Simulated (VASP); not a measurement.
Here is a VASP 6.6.1 calculation.

INCAR

```
PREC = Accurate
ENCUT = 520
EDIFF = 1E-6
ISMEAR = 0
SIGMA = 0.1
LREAL = F
LASPH = T
NELM = 100
ALGO = Fast
ISIF = 2
LWAVE = F
LCHARG = F
GGA = PE
NBANDS = 11
```

File KPOINTS:

```
Automatic mesh
0
Gamma
  12 12 12
```

File POSCAR:

```
Sr
1.0
    0.0000000000      3.0554929520      3.0554929520
    3.0554929520      0.0000000000      3.0554929520
    3.0554929520      3.0554929520      0.0000000000
Sr
1
Direct
    0.0000000000      0.0000000000      0.0000000000
```

Potentials or basis: VASP PAW PBE potentials, release 64 (Sr_sv).

Launch:

```console
$ cat potpaw_PBE.64/Sr_sv/POTCAR > POTCAR
$ mpirun -np 1 vasp_std > vasp.out
```

Q: What does it give for the pressure?

A: -0.4 GPa.

Q: Predict the band gap on the k mesh.

A: Zero (bands 5 and 6 overlap by 0.09 eV).

Caveat: the cell differs from its parent crystal (strained).
